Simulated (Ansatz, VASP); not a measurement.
## Two plane-wave programs on F

```
F
1.0
     3.18121   -1.91669    0.15373
     3.18121    1.91669    0.15373
    -1.37754    0.00000    7.08663
F
4
Direct
  0.92361 0.58622 0.09284
  0.41378 0.07639 0.40716
  0.07639 0.41378 0.90716
  0.58622 0.92361 0.59284
```

Alike in both runs: task single point; functional PBE; k mesh 9 × 9 × 4; occupations fermi-dirac, width 0.05 eV; no spin polarisation.

```csv
,VASP,Ansatz
version,VASP 6.6.1,Ansatz 0.2.0
potentials or method,"VASP PAW PBE potentials, release 64 (F), cutoff 520 eV","plane waves (420 eV) with PAW, scalar-relativistic"
valence electrons in the cell,28,28
```

|  | VASP | Ansatz | Ansatz less VASP |
| --- | --- | --- | --- |
| pressure (GPa) | -2.9 | -3.0 | -0.11 |
| traceless stress, the component that is largest in VASP (GPa) | -3.42 | -4.17 | -0.751 |

The functional is the same, so the differences come from potentials, cutoffs and numerics.
